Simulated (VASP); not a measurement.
# TiTe2 (C2) in VASP: single point with PBEsol

Aim: the single point of TiTe2 with PBEsol.

Everything below comes from runs of VASP 6.6.1. Logs are shortened: lines on timing, memory, paths and dates and some standing lists are left out, and cuts for length are marked.

## 1. The cell of the first run

It takes space group C2 (No. 5, monoclinic). Conventional cell: a = 7.017 Å, b = 3.632 Å, c = 6.519 Å, α = 90.00°, β = 93.16°, γ = 90.00°. Ti (site symmetry 2) has 6 Te at 2.64 to 2.90 Å within 3.5 Å. Te (site symmetry 1) has 3 Ti at 2.64 to 2.90 Å within 3.5 Å.

## 2. Single point, PBEsol (strained and its atoms moved)

The input, INCAR:

```
ALGO     = Normal         # electronic algorithm
EDIFF    = 1E-6           # SCF threshold, eV
ENCUT    = 520            # plane-wave cutoff, eV
GGA      = PS             # functional
ISIF     = 2              # what is computed and relaxed
ISMEAR   = 0              # smearing method
LASPH    = True           # aspherical terms in the spheres
LCHARG   = True           # write CHGCAR
LELF     = True           # ELF
LREAL    = False          # projectors in reciprocal space
LVHAR    = True         
LWAVE    = False          # write WAVECAR
NBANDS   = 19             # bands
NELM     = 100            # most SCF steps
PREC     = Accurate       # precision mode
SIGMA    = 0.1            # smearing width, eV
```

The input, KPOINTS:

```
k-points
0
Gamma
  12 12 6
```

The input, POSCAR:

```
TiTe2
1.0
    3.6318129735      0.0000000000      0.0000000000
   -1.8159064867      3.5070779627     -0.0936154109
    0.0000000000     -0.1859727600      6.5161944000
Ti Te
1 2
Direct
   -0.0279972449      0.0000000000      0.0000000000
    0.6928043340      0.3576114230      0.2601037643
    0.3351929109      0.6423885770      0.7398962357
```

Potentials or basis: VASP PAW PBE potentials, release 64 (Ti_sv, Te).

Run with:

```console
$ cat potpaw_PBE.64/Ti_sv/POTCAR potpaw_PBE.64/Te/POTCAR > POTCAR
$ mpirun -np 1 vasp_std > vasp.out
```

OUTCAR:

```text
EDIFF = 1E-6
   ENCUT = 520
   GGA = PS
   ISIF = 2
   ISMEAR = 0
   LASPH = True
   LREAL = False
   NELM = 100
   PREC = Accurate

 ion  position               nearest neighbor table
   1  0.972  0.000  0.000-   2 2.64   3 2.64   3 2.84   2 2.84   3 2.90   2 2.90
   2  0.693  0.358  0.260-   1 2.64   1 2.84   1 2.90
   3  0.335  0.642  0.740-   1 2.64   1 2.84   1 2.90

  LATTYP: Found a base centered monoclinic cell.
 ALAT       =     7.0166543827
 B/A-ratio  =     0.5175989546
 C/A-ratio  =     0.9290535551
 COS(beta)  =    -0.0551912266

  Lattice vectors:

 A1 = (   1.8159064868,   3.5070779627,  -0.0936154109)
 A2 = (  -1.8159064867,   3.5070779627,  -0.0936154109)
 A3 = (   0.0000000000,  -0.1859727600,   6.5161944000)

Analysis of symmetry for initial positions (statically):
=====================================================================
 Subroutine PRICEL returns:
 Original cell was already a primitive cell.

 Routine SETGRP: Setting up the symmetry group for a
 base centered monoclinic supercell.

 Subroutine GETGRP returns: Found  2 space group operations
 (whereof  2 operations were pure point group operations)
 out of a pool of  4 trial point group operations.

The static configuration has the point symmetry C_2 .

Analysis of symmetry for dynamics (positions and initial velocities):
=====================================================================
 Subroutine PRICEL returns:
 Original cell was already a primitive cell.

 Routine SETGRP: Setting up the symmetry group for a
 base centered monoclinic supercell.

 Subroutine GETGRP returns: Found  2 space group operations
 (whereof  2 operations were pure point group operations)
 out of a pool of  4 trial point group operations.

The dynamic configuration has the point symmetry C_2 .

 Subroutine INISYM returns: Found  2 space group operations
 (whereof  2 operations are pure point group operations),
 and found     1 'primitive' translations

----------------------------------------------------------------------------------------

                                     Primitive cell

  volume of cell :      82.9339

  direct lattice vectors                    reciprocal lattice vectors
     3.631812974  0.000000000  0.000000000     0.275344575  0.142677525  0.004072029
    -1.815906487  3.507077963 -0.093615411     0.000000000  0.285355051  0.008144058
     0.000000000 -0.185972760  6.516194400     0.000000000  0.004099575  0.153580809

  length of vectors
     3.631812974  3.950427325  6.518847699     0.310142052  0.285471243  0.153635515

  position of ions in fractional coordinates (direct lattice)
     0.972002755  0.000000000  0.000000000
     0.692804334  0.357611423  0.260103764
     0.335192911  0.642388577  0.739896236

  ion indices of the primitive-cell ions
   primitive index   ion index
                 1           1
                 2           2
                 3           3

----------------------------------------------------------------------------------------

 KPOINTS: k-points

Automatic generation of k-mesh.
 Grid dimensions read from file:
 generate k-points for:   12   12    6

 Generating k-lattice:

  Cartesian coordinates                     Fractional coordinates (reciprocal lattice)
     0.022945381  0.011889794  0.000339336     0.083333333  0.000000000 -0.000000000
     0.000000000  0.023779588  0.000678672     0.000000000  0.083333333  0.000000000
     0.000000000  0.000683263  0.025596802     0.000000000  0.000000000  0.166666667

  Length of vectors
     0.025845171  0.023789270  0.025605919

  Shift w.r.t. Gamma in fractional coordinates (k-lattice)
     0.000000000  0.000000000  0.000000000

 Subroutine IBZKPT returns following result:
 ===========================================

 Found    242 irreducible k-points:

 Following reciprocal coordinates:
            Coordinates               Weight
  0.000000  0.000000  0.000000      1.000000
  0.083333  0.000000  0.000000      4.000000
  0.166667  0.000000  0.000000      4.000000
  0.250000 -0.000000  0.000000      4.000000
  0.333333  0.000000  0.000000      4.000000
  0.416667  0.000000  0.000000      4.000000
[... 16 lines left out ...]
  0.333333  0.166667  0.000000      4.000000
  0.416667  0.166667  0.000000      4.000000
 [... further k-points ...]
   k-points           NKPTS =    242   k-points in BZ     NKDIM =    242   number of bands    NBANDS=     19
   number of dos      NEDOS =    301   number of ions     NIONS =      3
   total plane-waves  NPLWV =  40320
   dimension x,y,z NGX =    28 NGY =   30 NGZ =   48
   dimension x,y,z NGXF=    56 NGYF=   60 NGZF=   96
   ions per type =               1   2
   NGX,Y,Z   is equivalent  to a cutoff of  12.82, 12.62, 12.24 a.u.
   NGXF,Y,Z  is equivalent  to a cutoff of  25.63, 25.25, 24.48 a.u.
 SYSTEM =  unknown system
   PREC   = accura    normal or accurate (medium, high low for compatibility)
   ISTART =      0    job   : 0-new  1-cont  2-samecut
   ICHARG =      2    charge: 1-file 2-atom 10-const
   ISPIN  =      1    spin polarized calculation?
   LNONCOLLINEAR =      F non collinear calculations
   LSORBIT =      F    spin-orbit coupling
   LASPH  =      T    aspherical Exc in radial PAW
   ENCUT  =  520.0 eV  38.22 Ry    6.18 a.u.   6.75  7.35 12.12*2*pi/ulx,y,z
   NELM   =    100;   NELMIN=  2; NELMDL= -5     # of ELM steps
   EDIFF  = 0.1E-05   stopping-criterion for ELM
   LREAL  =      F    real-space projection
[... 7 lines left out ...]
   TEBEG  =    0.0;   TEEND  =   0.0 temperature during run
   PSTRESS=    0.0 pullay stress
   NELECT =      24.0000    total number of electrons
   NUPDOWN=      -1.0000    fix difference up-down
   EMIN   =  10.00;   EMAX   =-10.00  energy-range for DOS
   EFERMI =   0.00;   METHOD = LEGACY
   ISMEAR =     0;   SIGMA  =   0.10  broadening in eV -4-tet -1-fermi 0-gaus
   EFERMI_NEDOS =   21; number of points for ismear=-14 and -15
   IALGO  =     38    algorithm
   IMIX   =      4    mixing-type and parameters
     AMIX     =   0.40;   BMIX     =  1.00
     AMIX_MAG =   1.60;   BMIX_MAG =  1.00
  volume/ion in A,a.u.               =      27.64       186.56
  Fermi-wavevector in a.u.,A,eV,Ry     =   1.082849  2.046288 15.953676  1.172562
  Thomas-Fermi vector in A             =   2.218901
   LORBIT       =      0    0 simple, 1 ext, 2 COOP (PROOUT), +10 PAW based schemes
   GGA     = PS    functional components
   LHFCALC =     F    Hartree Fock is set to
   AEXX    =    0.0000 exact exchange contribution
   IVDW    =     0    specifies the selected vdW correction
   LEPSILON=     F    determine dielectric tensor
   LRPA    =     F    only Hartree local field effects (RPA)
 non-spin polarized calculation
 Gauss-broadening in eV      SIGMA  =   0.10
  energy-cutoff  :      520.00
  volume of cell :       82.93
 maximum number of plane-waves:      2250
   NGX = 13   NGY = 15   NGZ = 25

 number of electron      24.0000003 magnetization

 Free energy of the ion-electron system (eV)
  ---------------------------------------------------
  ext. energy  EPLUGINS =         0.00000000
  ---------------------------------------------------
  free energy    TOTEN  =       -17.32616909 eV

  energy without entropy =      -17.31982185  energy(sigma->0) =      -17.32299547

 E-fermi :   6.4022     XC(G=0):  -9.8359

 val. band max:        6.3895230082   @ k =   0.4167   0.0000   0.0000
 cond. band min:       6.4051373616   @ k =  -0.4167  -0.0000   0.3333
 fundamental gap:      0.0156143534
 Fermi energy:         6.4021607864

 k-point     1 :       0.0000    0.0000    0.0000
  band No.  band energies     occupation
      1     -50.9505      2.00000
      2     -27.4058      2.00000
      3     -27.2625      2.00000
      4     -27.2170      2.00000
      5      -5.9723      2.00000
      6      -4.4977      2.00000
[... 11 lines left out ...]
     18      11.1890      0.00000
     19      11.8696      0.00000

 k-point     2 :       0.0833    0.0000    0.0000
  band No.  band energies     occupation
      1     -50.9502      2.00000
      2     -27.4061      2.00000
      3     -27.2656      2.00000
      4     -27.2165      2.00000
      5      -5.8926      2.00000
      6      -4.4571      2.00000
[... 11 lines left out ...]
     18      11.6141      0.00000
     19      12.3147      0.00000

 k-point     3 :       0.1667    0.0000    0.0000
  band No.  band energies     occupation
      1     -50.9496      2.00000
      2     -27.4072      2.00000
      3     -27.2741      2.00000
      4     -27.2152      2.00000
      5      -5.6605      2.00000
      6      -4.3432      2.00000
[... 11 lines left out ...]
     18      12.0414      0.00000
     19      12.8992      0.00000

 k-point     4 :       0.2500   -0.0000    0.0000
  band No.  band energies     occupation
      1     -50.9488      2.00000
      2     -27.4087      2.00000
      3     -27.2856      2.00000
      4     -27.2134      2.00000
      5      -5.2988      2.00000
      6      -4.1826      2.00000
[... 11 lines left out ...]
     18      11.7978      0.00000
     19      12.6901      0.00000

 k-point     5 :       0.3333    0.0000    0.0000
  band No.  band energies     occupation
      1     -50.9479      2.00000
      2     -27.4104      2.00000
      3     -27.2970      2.00000
      4     -27.2116      2.00000
      5      -4.8547      2.00000
      6      -4.0277      2.00000
[... 11 lines left out ...]
     18      11.5038      0.00000
     19      12.0103      0.00000

 k-point     6 :       0.4167    0.0000    0.0000
  band No.  band energies     occupation
      1     -50.9473      2.00000
      2     -27.4117      2.00000
      3     -27.3052      2.00000
      4     -27.2102      2.00000
      5      -4.4126      2.00000
      6      -3.9621      2.00000
[... 11 lines left out ...]
     18      11.3697      0.00000
     19      11.5855      0.00000

 k-point     7 :       0.5000   -0.0000    0.0000
  band No.  band energies     occupation
      1     -50.9471      2.00000
      2     -27.4122      2.00000
      3     -27.3082      2.00000
      4     -27.2097      2.00000
      5      -4.1231      2.00000
      6      -4.0456      2.00000
[... 11 lines left out ...]
     18      11.2345      0.00000
     19      11.5350      0.00000

 k-point     8 :       0.0000    0.0833    0.0000
  band No.  band energies     occupation
      1     -50.9503      2.00000
      2     -27.4070      2.00000
      3     -27.2629      2.00000
      4     -27.2172      2.00000
      5      -5.9114      2.00000
      6      -4.4712      2.00000
[... 256 lines left out ...]
 k-point    20 :       0.0833    0.1667   -0.0000
  band No.  band energies     occupation
      1     -50.9497      2.00000
      2     -27.4125      2.00000
      3     -27.2672      2.00000
      4     -27.2175      2.00000
      5      -5.5491      2.00000
      6      -4.3211      2.00000
[... 11 lines left out ...]
     18      12.5073      0.00000
     19      13.1310      0.00000

 k-point    21 :       0.1667    0.1667    0.0000
  band No.  band energies     occupation
      1     -50.9490      2.00000
      2     -27.4143      2.00000
      3     -27.2758      2.00000
      4     -27.2162      2.00000
      5      -5.2378      2.00000
      6      -4.1885      2.00000
[... 11 lines left out ...]
     18      12.0853      0.00000
     19      13.3460      0.00000

 k-point    22 :       0.2500    0.1667    0.0000
  band No.  band energies     occupation
      1     -50.9482      2.00000
      2     -27.4153      2.00000
      3     -27.2871      2.00000
      4     -27.2142      2.00000
      5      -4.8444      2.00000
      6      -4.0376      2.00000
[... 11 lines left out ...]
     18      11.4010      0.00000
     19      12.9803      0.00000

 k-point    23 :       0.3333    0.1667    0.0000
  band No.  band energies     occupation
      1     -50.9475      2.00000
      2     -27.4151      2.00000
      3     -27.2981      2.00000
      4     -27.2121      2.00000
      5      -4.4418      2.00000
      6      -3.9329      2.00000
[... 11 lines left out ...]
     18      10.9953      0.00000
     19      12.7382      0.00000

 k-point    24 :       0.4167    0.1667    0.0000
  band No.  band energies     occupation
      1     -50.9471      2.00000
      2     -27.4138      2.00000
      3     -27.3060      2.00000
      4     -27.2105      2.00000
      5      -4.1291      2.00000
      6      -3.9644      2.00000
[... 11 lines left out ...]
     18      10.9572      0.00000
     19      12.6133      0.00000

 [... further k-points ...]
[... 5 lines left out ...]
  --------------------------------------------------------------------------------------
  -------------------------------------------------------------------------------------
  Total       -0.2713030     -3.0063255     -0.4507096     -0.0000000      1.2421076      0.0000000
  in kB       -5.2412305    -58.0783991     -8.7071393     -0.0000000     23.9959444      0.0000000
  external PRESSURE =     -24.0089230 kB  Pullay stress =       0.0000000 kB

 VOLUME and BASIS-vectors are now :
 -----------------------------------------------------------------------------
  energy-cutoff  :      520.00
  volume of cell :       82.93
      direct lattice vectors                 reciprocal lattice vectors
     3.631812974  0.000000000  0.000000000     0.275344575  0.142677525  0.004072029
    -1.815906487  3.507077963 -0.093615411     0.000000000  0.285355051  0.008144058
     0.000000000 -0.185972760  6.516194400     0.000000000  0.004099575  0.153580809

 POSITION                                       TOTAL-FORCE (eV/Angst)
 -----------------------------------------------------------------------------------
      3.53013      0.00000      0.00000         0.573581      0.000000      0.000000
      1.86675      1.20580      1.66141        -0.286790      0.237756     -0.040755
      0.05084      2.11531      4.76117        -0.286790     -0.237756      0.040755
 -----------------------------------------------------------------------------------
    total drift:                                0.000403      0.000010      0.000007

  FREE ENERGIE OF THE ION-ELECTRON SYSTEM (eV)
  ---------------------------------------------------
  free  energy   TOTEN  =       -17.3261690946 eV

  energy  without entropy=      -17.3198218489  energy(sigma->0) =      -17.32299547
```

It took 4.7 min on 1 thread of AMD EPYC 7R43 (Zen 3), shared host; peak memory 0.44 GiB.

Results:

| Property | Result |
| --- | --- |
| Free energy | -17.3262 eV |
| Pressure | -2.4 GPa |
| Largest force | 0.574 eV/Å |
| Band gap on the k mesh | zero (band 12 reaches 6.78 eV, above the bottom of band 13 at 6.24 eV) |

Forces on the atoms (eV/Å):
```
Ti   0.574  0.000  0.000
Te  -0.287  0.238 -0.041
Te  -0.287 -0.238  0.041
```

Levels at points of the mesh, in eV from the Fermi level:
| k point | band 10 | band 11 | band 12 | band 13 | band 14 | band 15 |
| --- | --- | --- | --- | --- | --- | --- |
| (0.00, 0.00, 0.00) | -0.08 | 0.05 | 0.32 | 0.55 | 0.70 | 1.53 |
| (0.50, 0.00, 0.00) | -2.47 | -2.04 | -1.54 | -0.04 | 0.85 | 1.51 |
| (0.00, 0.50, 0.00) | -2.21 | -1.31 | -0.62 | 0.27 | 0.94 | 1.13 |
| (0.00, 0.00, 0.50) | -1.33 | -0.06 | 0.05 | 0.70 | 0.80 | 1.19 |
| (0.50, 0.00, 0.50) | -2.21 | -1.17 | -1.10 | -0.16 | 0.85 | 1.46 |
| (0.00, 0.50, 0.50) | -1.57 | -0.95 | -0.66 | 0.35 | 0.95 | 1.13 |

Caveat: the cell differs from its parent crystal (strained and its atoms moved); the PAW data sets were made with another functional, which shifts forces and pressure a little; spin-orbit coupling is left out, which moves the levels of the heavy elements; this functional lacks dispersion, which binds the layers, so the pressure and a relaxed spacing across them are unreliable.
